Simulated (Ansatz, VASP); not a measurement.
# One calculation of Ge, two programs

File INCAR:

```
PREC     = Accurate       # precision mode
ENCUT    = 500            # plane-wave cutoff, eV
EDIFF    = 1E-6           # SCF threshold, eV
ISMEAR   = 0              # smearing method
SIGMA    = 0.15           # smearing width, eV
LREAL    = F              # projectors in reciprocal space
LASPH    = T              # aspherical terms in the spheres
NELM     = 120            # most SCF steps
ALGO     = Normal         # electronic algorithm
ISIF     = 2              # what is computed and relaxed
LWAVE    = F              # write WAVECAR
LCHARG   = F              # write CHGCAR
GGA      = PE             # functional
NBANDS   = 21             # bands
GGA_COMPAT= F
```

The input KPOINTS:

```
Automatic mesh
0
Gamma
  14 14 14
```

Contents of POSCAR:

```
Ge
1.0
    0.0000000000      2.7439069000      2.8287700000
    2.8287700000      0.0000000000      2.8287700000
    2.8287700000      2.7439069000      0.0000000000
Ge
2
Direct
    0.5000000000      0.5000000000      0.5000000000
    0.7500000000      0.7500000000      0.7500000000
```

Input for Ansatz:

```yaml
crystal:
  lattice:
    - [0.0, 2.7439069, 2.82877]
    - [2.82877, 0.0, 2.82877]
    - [2.82877, 2.7439069, 0.0]
  atoms:
    - { symbol: Ge, position: [0.5, 0.5, 0.5] }
    - { symbol: Ge, position: [0.75, 0.75, 0.75] }
basis:
  ecutwfc: 420
kpoints:
  mp_grid: { grid: [14, 14, 14] }
hamiltonian:
  xc: pbe
scf:
  occupations: { method: gaussian, width: 0.15 }
output:
  forces: true
  stress: true
  eigenvalues: true
```

Change from the starting cell: strain -0.0300 x Voigt [0, 1, 0, 0, 0, 0], atoms carried along.

Alike in both runs: task single point; functional PBE; k mesh 14 × 14 × 14; occupations gaussian, width 0.15 eV; no spin polarisation.

|  | VASP | Ansatz |
| --- | --- | --- |
| version | VASP 6.6.1 | Ansatz 0.2.0 |
| potentials or method | VASP PAW PBE potentials, release 64 (Ge_d), cutoff 500 eV | scalar-relativistic, plane waves, PAW |
| valence electrons in the cell | 28 | 28 |

```csv
,VASP,Ansatz,Ansatz less VASP
pressure (GPa),6.0,6.1,+0.13
"traceless stress, the component that is largest in VASP (GPa)",1.38,1.37,-0.008
```

The functional is the same, so the differences come from potentials, cutoffs and numerics.
